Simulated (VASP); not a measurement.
# FeO (R-3m) in VASP: further runs, part 2 of 2

VASP 6.6.1.

## (4) Single point, PBE+U, collinear spin, ferromagnetic start

This run uses another cell than the first one, of 10.80 Å³/atom.

INCAR

```
SYSTEM = FeO
ALGO = Normal
EDIFF = 1E-6
ENCUT = 600
GGA = PE
GGA_COMPAT = .False.
ISIF = 2
ISMEAR = 0
ISPIN = 2
LASPH = .True.
LCHARG = .False.
LDAU = .True.
LDAUJ = 0 0
LDAUL = 2 -1
LDAUPRINT = 1
LDAUTYPE = 2
LDAUU = 5.3 0
LMAXMIX = 4
LORBIT = 11
LREAL = .False.
LWAVE = .False.
MAGMOM = 3.9 0.17
NBANDS = 22
NELM = 200
PREC = Accurate
SIGMA = 0.02
```

KPOINTS

```
k-points
0
Gamma
  12 12 12
  0 0 0
```

POSCAR

```
FeO
1.0
    1.5844211471      0.9147659758      2.4830502299
   -1.5844211471      0.9147659758      2.4830502299
    0.0000000000     -1.8295319515      2.4830502299
Fe O
1 1
Direct
    0.0000000000      0.0000000000      0.0000000000
    0.5000000000      0.5000000000      0.5000000000
```

Potentials or basis: VASP PAW PBE potentials, release 64 (Fe_sv, O).

Command:

```
> cat potpaw_PBE.64/Fe_sv/POTCAR potpaw_PBE.64/O/POTCAR > POTCAR
> mpirun -np 1 vasp_std > vasp.out
```

Wall time 4.3 min (1 thread of Intel Xeon Platinum 8488C (Sapphire Rapids), shared host); peak memory 0.29 GiB.

Results (log left out):

| Quantity | Value |
| --- | --- |
| Free energy | -12.0561 eV |
| Pressure | -10.5 GPa |
| Band gap on the k mesh | zero (filled and empty bands overlap) |
| Net moment | 4.02 μB per cell |
| Site moments | Fe +3.68; O +0.18 μB |
| Valence electrons inside the program's atomic spheres | Fe 13.59; O 4.98 |

Stress tensor (GPa, compression positive):
```
-11.49   0.00   0.00
  0.00 -11.49   0.00
  0.00   0.00  -8.58
```

Levels at points of the mesh, in eV from the Fermi level:
Spin up:
```csv
k point,band 10,band 11,band 12,band 13,band 14,band 15,band 16,band 17
"(0.00, 0.00, 0.00)",-6.20,-3.88,-3.88,-3.65,-0.78,14.47,15.09,15.09
"(0.50, 0.00, 0.00)",-5.67,-4.65,-1.97,-1.92,3.44,7.17,11.41,11.83
"(0.50, 0.50, 0.00)",-5.70,-5.37,-5.05,-4.78,4.14,7.84,9.31,13.11
"(0.50, 0.50, 0.50)",-5.56,-4.89,-1.94,-1.94,3.11,7.77,10.91,10.91
```
Spin down:
```tsv
k point	band 6	band 7	band 8	band 9	band 10	band 11	band 12	band 13
(0.00, 0.00, 0.00)	-3.55	-3.55	-3.30	-0.91	-0.91	-0.14	1.28	1.86
(0.50, 0.00, 0.00)	-7.95	-4.97	-4.61	0.28	0.41	2.24	3.78	3.87
(0.50, 0.50, 0.00)	-6.90	-4.72	-4.43	-1.76	0.54	2.03	2.44	2.61
(0.50, 0.50, 0.50)	-7.68	-4.96	-4.96	0.26	0.26	2.25	3.51	3.99
```

Eigenvalues of the final occupation matrices:
```
    site  spin  trace               eigenvalues
site 1 d     1   4.59  0.91 0.91 0.91 0.93 0.93
site 1 d     2   0.93  0.04 0.06 0.06 0.39 0.39
```

Caveat: the cell stands under tension; a cell with one magnetic atom can't hold antiferromagnetic order, which such compounds often take.

## (5) Relaxation of cell and atoms, PBE+U, collinear spin, ferromagnetic start

This run uses another cell than the first one, of 10.80 Å³/atom.

INCAR

```
PREC = Accurate
ENCUT = 600
EDIFF = 1E-6
ISMEAR = 0
SIGMA = 0.02
LREAL = F
LASPH = T
NELM = 150
ALGO = Normal
ISIF = 3
LWAVE = F
LCHARG = F
ISPIN = 2
MAGMOM = 3.9 0.17
LORBIT = 11
LMAXMIX = 4
LDAU = T
LDAUTYPE = 2
LDAUL = 2 -1
LDAUU = 5.3 0
LDAUJ = 0 0
LDAUPRINT = 1
GGA = PE
IBRION = 2
NSW = 100
EDIFFG = -0.005
```

KPOINTS

```
Automatic mesh
0
Gamma
  12 12 12
```

POSCAR is that of step 4.

Potentials or basis: VASP PAW PBE potentials, release 64 (Fe, O).

Command:

```
> cat potpaw_PBE.64/Fe/POTCAR potpaw_PBE.64/O/POTCAR > POTCAR
> mpirun -np 1 vasp_std > vasp.out
```

OUTCAR:

```text
PREC = Accurate
   ENCUT = 600
   EDIFF = 1E-6
   ISMEAR = 0
   LREAL = F
   LASPH = T
   NELM = 150
   ISIF = 3
   ISPIN = 2
   LORBIT = 11
   GGA = PE
   IBRION = 2
   NSW = 100
   EDIFFG = -0.005

 ion  position               nearest neighbor table
   1  0.000  0.000  0.000-   2 2.21   2 2.21   2 2.21   2 2.21   2 2.21   2 2.21
   2  0.500  0.500  0.500-   1 2.21   1 2.21   1 2.21   1 2.21   1 2.21   1 2.21

  LATTYP: Found a trigonal (rhomboedric) cell.
 ALAT       =     3.0842706765
 COS(alpha) =     0.4722037668

  Lattice vectors:

 A1 = (   1.5844211471,   0.9147659758,   2.4830502299)
 A2 = (  -1.5844211471,   0.9147659758,   2.4830502299)
 A3 = (   0.0000000000,  -1.8295319515,   2.4830502299)

Analysis of symmetry for initial positions (statically):
=====================================================================
 Subroutine PRICEL returns:
 Original cell was already a primitive cell.

 Routine SETGRP: Setting up the symmetry group for a
 trigonal (rhombohedral) supercell.

 Subroutine GETGRP returns: Found 12 space group operations
[... 355 lines left out ...]
  o =  0.9729  v = -0.8126  0.0000  0.0000 -0.5828  0.0000  0.0000  0.0000  0.0000  0.0000  0.0000      0.0000  0.0000  0.0000  0.0000  0.0000  0.0000  0.0000  0.0000  0.0000  0.0000
  o =  0.9737  v =  0.0000 -0.0000  1.0000  0.0000 -0.0000  0.0000  0.0000  0.0000  0.0000  0.0000      0.0000  0.0000  0.0000  0.0000  0.0000  0.0000  0.0000  0.0000  0.0000  0.0000
  o =  1.0227  v = -0.0000  0.8126  0.0000  0.0000 -0.5828  0.0000  0.0000  0.0000  0.0000  0.0000      0.0000  0.0000  0.0000  0.0000  0.0000  0.0000  0.0000  0.0000  0.0000  0.0000
  o =  1.0227  v = -0.5828 -0.0000 -0.0000  0.8126  0.0000  0.0000  0.0000  0.0000  0.0000  0.0000      0.0000  0.0000  0.0000  0.0000  0.0000  0.0000  0.0000  0.0000  0.0000  0.0000

--------------------------------------- Ionic step        5  -------------------------------------------

 number of electron      14.0000000 magnetization       4.0008301

 Free energy of the ion-electron system (eV)
  ---------------------------------------------------
  ext. energy  EPLUGINS =         0.00000000
  ---------------------------------------------------
  free energy    TOTEN  =       -12.56435436 eV

  energy without entropy =      -12.56408458  energy(sigma->0) =      -12.56421947

 E-fermi :   6.2294     XC(G=0): -12.0651

 val. band max:        6.2275628692   @ k =  -0.3333   0.1667   0.0833
 cond. band min:       6.2309446212   @ k =   0.4167   0.3333   0.3333
 fundamental gap:      0.0033817520
 Fermi energy:         6.2293829402

 spin component 1

 k-point     1 :       0.0000    0.0000    0.0000
  band No.  band energies     occupation
      1     -14.2757      1.00000
      2      -0.7022      1.00000
      3      -0.5059      1.00000
      4      -0.5059      1.00000
      5      -0.1667      1.00000
      6      -0.1667      1.00000
      7       2.6132      1.00000
      8       2.6132      1.00000
      9       2.6974      1.00000
     10       6.2212      0.71862
     11      21.1948      0.00000
     12      21.1948      0.00000
[... 786 lines left out ...]
  FREE ENERGIE OF THE ION-ELECTRON SYSTEM (eV)
  ---------------------------------------------------
  free  energy   TOTEN  =       -12.5643543621 eV

  energy  without entropy=      -12.5640845778  energy(sigma->0) =      -12.56421947

 reached required accuracy - stopping structural energy minimisation

 total charge

# of ion       s       p       d       tot
------------------------------------------
    1        0.291   0.361   6.096   6.748
    2        1.548   3.464   0.000   5.013
--------------------------------------------------
tot          1.839   3.825   6.096  11.761

 magnetization (x)

# of ion       s       p       d       tot
------------------------------------------
    1        0.026   0.021   3.804   3.851
    2        0.019   0.152   0.000   0.171
--------------------------------------------------
tot          0.045   0.173   3.804   4.022
```

OSZICAR:

```text
N       E                     dE             d eps       ncg     rms          rms(c)
DAV:   1     0.922878249241E+02    0.92288E+02   -0.79177E+03 10081   0.139E+03
DAV:   2    -0.756745785005E+01   -0.99855E+02   -0.86644E+02 10581   0.265E+02
[... 51 lines left out ...]
DAV:   2    -0.125649205133E+02    0.36184E-02   -0.41913E-03 10885   0.912E-01    0.356E-01
DAV:   3    -0.125633228948E+02    0.15976E-02   -0.17326E-03 11204   0.561E-01    0.219E-01
DAV:   4    -0.125643471601E+02   -0.10243E-02   -0.37689E-04 11140   0.399E-01    0.479E-02
DAV:   5    -0.125643525804E+02   -0.54203E-05   -0.23985E-05 10739   0.598E-02    0.178E-02
DAV:   6    -0.125643542698E+02   -0.16894E-05   -0.19245E-06  9444   0.228E-02    0.837E-03
DAV:   7    -0.125643543621E+02   -0.92253E-07   -0.37331E-07  6267   0.101E-02
   5 F= -.12564354E+02 E0= -.12564219E+02  d E =-.187531E-02  mag=     4.0008
```

CONTCAR:

```text
FeO
   1.00000000000000
     1.5357671869725305    0.8866755988240765    2.4757261026057260
    -1.5357671869725305    0.8866755988240765    2.4757261026057260
     0.0000000000000000   -1.7733511975515350    2.4757261026058579
  Fe              O
     1     1
Direct
     0.0000000000000000    0.0000000000000000    0.0000000000000000
     0.5000000000000000    0.5000000000000000    0.5000000000000000

  0.00000000E+00  0.00000000E+00  0.00000000E+00
  0.00000000E+00  0.00000000E+00  0.00000000E+00
```

Wall time 4.2 min (1 thread of Intel Xeon 6975P-C (Granite Rapids), shared host); peak memory 0.27 GiB.

What came out:

* Free energy: -12.5644 eV
* Relaxed volume: 10.11 Å³/atom
* Relaxed cell: a = 3.045 Å, b = 3.045 Å, c = 3.045 Å, α = 60.57°, β = 60.57°, γ = 60.57°
* Space group after relaxing (to 0.1 Å): Fm-3m (No. 225)
* Energy gained by relaxing: 23.8 meV/atom
* Ionic steps: 5
* Pressure after relaxing: 0.0 GPa
* Band gap on the k mesh: zero (filled and empty bands overlap)
* Net moment: 4.00 μB per cell
* Site moments: Fe +3.85; O +0.17 μB
* Valence electrons inside the program's atomic spheres: Fe 6.75; O 5.01

The path:
```
step  energy change (eV)  largest force (eV/Å)  pressure (GPa)  volume (Å³)
   1              0.0000                0.0000           -9.69        21.59
   2             -0.0362                0.0000            5.49        19.62
   3             -0.0457                0.0000            0.15        20.20
   4             -0.0467                0.0000            0.12        20.21
   5             -0.0476                0.0000           -0.01        20.23
```

Final structure:
```cif
data_structure
_symmetry_space_group_name_H-M 'P 1'
_symmetry_Int_Tables_number 1
_cell_length_a 3.0453
_cell_length_b 3.0453
_cell_length_c 3.0453
_cell_angle_alpha 60.570
_cell_angle_beta 60.570
_cell_angle_gamma 60.570
_cell_volume 20.23
loop_
_atom_site_label
_atom_site_type_symbol
_atom_site_fract_x
_atom_site_fract_y
_atom_site_fract_z
_atom_site_occupancy
Fe1 Fe 0.00000 0.00000 0.00000 1
O1 O 0.50000 0.50000 0.50000 1
```

Eigenvalues of the final occupation matrices:
```tsv
site	spin	trace	eigenvalues
site 1 d	1	4.96	0.97 0.97 0.97 1.02 1.02
site 1 d	2	1.15	0.05 0.09 0.09 0.46 0.46
```

Caveat: a cell with one magnetic atom can't hold antiferromagnetic order, which such compounds often take. The state reached can hang on the start; a lower one may exist.

## (6) Relaxation of cell and atoms, PBE+U, collinear spin, ferromagnetic start

This run uses another cell than the first one, of 10.80 Å³/atom.

INCAR

```
SYSTEM = FeO
PREC = Accurate
ENCUT = 600
EDIFF = 1E-6
ISMEAR = 0
SIGMA = 0.02
LREAL = .False.
LASPH = .True.
NELM = 150
ALGO = Normal
ISIF = 3
LWAVE = .False.
LCHARG = .False.
ISPIN = 2
MAGMOM = 3.9 0.17
LORBIT = 11
LMAXMIX = 4
LDAU = .True.
LDAUTYPE = 2
LDAUL = 2 -1
LDAUU = 5.3 0
LDAUJ = 0 0
LDAUPRINT = 1
GGA = PE
IBRION = 2
NSW = 80
EDIFFG = -0.001
```

KPOINTS

```
regular mesh
0
Gamma
  12 12 12
  0 0 0
```

POSCAR is that of step 5.

Potentials or basis: VASP PAW PBE potentials, release 64 (Fe, O).

Command:

```
> cat potpaw_PBE.64/Fe/POTCAR potpaw_PBE.64/O/POTCAR > POTCAR
> mpirun -np 1 vasp_std > vasp.out
```

OUTCAR:

```text
SYSTEM = FeO
   PREC = Accurate
   ENCUT = 600
   EDIFF = 1E-6
   ISMEAR = 0
   LREAL = .False.
   LASPH = .True.
   NELM = 150
   ISIF = 3
   ISPIN = 2
   LORBIT = 11
   GGA = PE
   IBRION = 2
   NSW = 80
   EDIFFG = -0.001

 ion  position               nearest neighbor table
   1  0.000  0.000  0.000-   2 2.21   2 2.21   2 2.21   2 2.21   2 2.21   2 2.21
   2  0.500  0.500  0.500-   1 2.21   1 2.21   1 2.21   1 2.21   1 2.21   1 2.21

  LATTYP: Found a trigonal (rhomboedric) cell.
 ALAT       =     3.0842706765
 COS(alpha) =     0.4722037668

  Lattice vectors:

 A1 = (   1.5844211471,   0.9147659758,   2.4830502299)
 A2 = (  -1.5844211471,   0.9147659758,   2.4830502299)
 A3 = (   0.0000000000,  -1.8295319515,   2.4830502299)

Analysis of symmetry for initial positions (statically):
=====================================================================
 Subroutine PRICEL returns:
 Original cell was already a primitive cell.

 Routine SETGRP: Setting up the symmetry group for a
 trigonal (rhombohedral) supercell.

 Subroutine GETGRP returns: Found 12 space group operations
 (whereof 12 operations were pure point group operations)
 out of a pool of 12 trial point group operations.

The static configuration has the point symmetry D_3d.

Analysis of symmetry for dynamics (positions and initial velocities):
[... 389 lines left out ...]
  o =  1.0227  v =  0.0000  0.8124  0.0000 -0.0000 -0.5830  0.0000  0.0000  0.0000  0.0000  0.0000      0.0000  0.0000  0.0000  0.0000  0.0000  0.0000  0.0000  0.0000  0.0000  0.0000
  o =  1.0227  v = -0.5830  0.0000  0.0000  0.8124 -0.0000  0.0000  0.0000  0.0000  0.0000  0.0000      0.0000  0.0000  0.0000  0.0000  0.0000  0.0000  0.0000  0.0000  0.0000  0.0000

--------------------------------------- Ionic step       10  -------------------------------------------

 number of electron      14.0000000 magnetization       4.0008271

 Free energy of the ion-electron system (eV)
  ---------------------------------------------------
  ext. energy  EPLUGINS =         0.00000000
  ---------------------------------------------------
  free energy    TOTEN  =       -12.56435589 eV

  energy without entropy =      -12.56408680  energy(sigma->0) =      -12.56422135

 E-fermi :   6.2317     XC(G=0): -12.0662

 val. band max:        6.2305973629   @ k =  -0.3333   0.1667   0.0833
 cond. band min:       6.2336629992   @ k =   0.4167   0.3333   0.3333
 fundamental gap:      0.0030656363
 Fermi energy:         6.2317366348

 spin component 1

 k-point     1 :       0.0000    0.0000    0.0000
  band No.  band energies     occupation
      1     -14.2751      1.00000
      2      -0.6989      1.00000
      3      -0.5037      1.00000
      4      -0.5037      1.00000
      5      -0.1656      1.00000
      6      -0.1656      1.00000
      7       2.6135      1.00000
      8       2.6135      1.00000
      9       2.7011      1.00000
     10       6.2241      0.70568
     11      21.1933      0.00000
     12      21.1933      0.00000
[... 786 lines left out ...]
  FREE ENERGIE OF THE ION-ELECTRON SYSTEM (eV)
  ---------------------------------------------------
  free  energy   TOTEN  =       -12.5643558913 eV

  energy  without entropy=      -12.5640868023  energy(sigma->0) =      -12.56422135

 reached required accuracy - stopping structural energy minimisation

 total charge

# of ion       s       p       d       tot
------------------------------------------
    1        0.291   0.361   6.096   6.748
    2        1.548   3.465   0.000   5.013
--------------------------------------------------
tot          1.839   3.826   6.096  11.761

 magnetization (x)

# of ion       s       p       d       tot
------------------------------------------
    1        0.026   0.021   3.804   3.851
    2        0.019   0.153   0.000   0.171
--------------------------------------------------
tot          0.045   0.173   3.804   4.022
```

OSZICAR:

```text
N       E                     dE             d eps       ncg     rms          rms(c)
DAV:   1     0.922878249241E+02    0.92288E+02   -0.79177E+03 10081   0.139E+03
DAV:   2    -0.756745785005E+01   -0.99855E+02   -0.86644E+02 10581   0.265E+02
[... 75 lines left out ...]
       N       E                     dE             d eps       ncg     rms          rms(c)
DAV:   1    -0.125643561851E+02   -0.35400E-06   -0.77751E-06 10508   0.411E-02    0.466E-03
DAV:   2    -0.125643558821E+02    0.30293E-06   -0.79428E-07  4929   0.118E-02
   9 F= -.12564356E+02 E0= -.12564221E+02  d E =-.181574E-06  mag=     4.0008
       N       E                     dE             d eps       ncg     rms          rms(c)
DAV:   1    -0.125643560463E+02    0.13876E-06   -0.32582E-06  8968   0.274E-02    0.408E-03
DAV:   2    -0.125643558913E+02    0.15501E-06   -0.35607E-07  4929   0.769E-03
  10 F= -.12564356E+02 E0= -.12564221E+02  d E =-.190727E-06  mag=     4.0008
```

CONTCAR:

```text
FeO
   1.00000000000000
     1.5359374008739650    0.8867738718658733    2.4747147985712652
    -1.5359374008739650    0.8867738718658733    2.4747147985712652
     0.0000000000000000   -1.7735477436351581    2.4747147985714113
  Fe              O
     1     1
Direct
     0.0000000000000000    0.0000000000000000    0.0000000000000000
     0.5000000000000000    0.5000000000000000    0.5000000000000000

  0.00000000E+00  0.00000000E+00  0.00000000E+00
  0.00000000E+00  0.00000000E+00  0.00000000E+00
```

Run time: 5.3 min. Hardware: 1 thread of Intel Xeon 6975P-C (Granite Rapids), shared host; peak memory 0.27 GiB.

What came out:

```yaml
Free_energy: -12.5644 eV
Relaxed_volume: 10.11 Å³/atom
Relaxed_cell: a = 3.045 Å, b = 3.045 Å, c = 3.045 Å, α = 60.59°, β = 60.59°, γ = 60.59°
Space_group_after_relaxing_to_0.1_Å: Fm-3m (No. 225)
Energy_gained_by_relaxing: 23.8 meV/atom
Ionic_steps: 10
Pressure_after_relaxing: 0.0 GPa
Band_gap_on_the_k_mesh: zero (filled and empty bands overlap)
Net_moment: 4.00 μB per cell
Site_moments: Fe +3.85; O +0.17 μB
Valence_electrons_inside_the_program's_atomic_spheres: Fe 6.75; O 5.01
```

Step by step:
```csv
step,energy change (eV),largest force (eV/Å),pressure (GPa),volume (Å³)
1,0.0000,0.0000,-9.69,21.59
2,-0.0362,0.0000,5.49,19.62
3,-0.0457,0.0000,0.15,20.20
4,-0.0467,0.0000,0.12,20.21
5,-0.0476,0.0000,-0.01,20.23
6,-0.0476,0.0000,-0.02,20.23
7,-0.0476,0.0000,0.06,20.22
8,-0.0476,0.0000,-0.04,20.23
9,-0.0476,0.0000,-0.02,20.22
10,-0.0476,0.0000,-0.01,20.22
```

Final structure:
```yaml
crystal:
  lattice:
    - [1.53594, 0.88677, 2.47471]
    - [-1.53594, 0.88677, 2.47471]
    - [0.00000, -1.77355, 2.47471]
  atoms:
    - { symbol: Fe, position: [0.00000, 0.00000, 0.00000] }
    - { symbol: O, position: [0.50000, 0.50000, 0.50000] }
```

Eigenvalues of the final occupation matrices:
```tsv
site	spin	trace	eigenvalues
site 1 d	1	4.96	0.97 0.97 0.97 1.02 1.02
site 1 d	2	1.15	0.05 0.09 0.09 0.46 0.46
```

Caveat: a cell with one magnetic atom can't hold antiferromagnetic order, which such compounds often take. The state reached can hang on the start; a lower one may exist.

## (7) The runs side by side

```tsv
task	potentials or basis	cell	gap on the mesh (eV)	pressure (GPa)	moment (μB)
relaxation of shape and atoms at fixed volume	VASP PAW PBE potentials, release 64 (Fe, O)	relaxed from a = 3.063 Å, angles 61.8°, 2 atoms	none	-6.9	4.00
relaxation of cell and atoms	VASP PAW PBE potentials, release 64 (Fe, O)	relaxed from a = 3.084 Å, angles 61.8°, 2 atoms	none	0.0	4.00
single point	VASP PAW PBE potentials, release 64 (Fe_sv, O)	a = 3.084 Å, angles 61.8°, 2 atoms	none	-10.5	4.02
```

Alike in all rows: level PBE+U; spin collinear, ferromagnetic start; Fe d U = 5.3 eV; k mesh 12 × 12 × 12; cutoff (eV) 600; smearing gaussian 0.02 eV.

Caveats: a cell with one magnetic atom can't hold antiferromagnetic order, which such compounds often take; the cell stands under tension (at least some runs).

Total energies depend on the potentials used, so only differences within one code and one set of settings carry meaning.
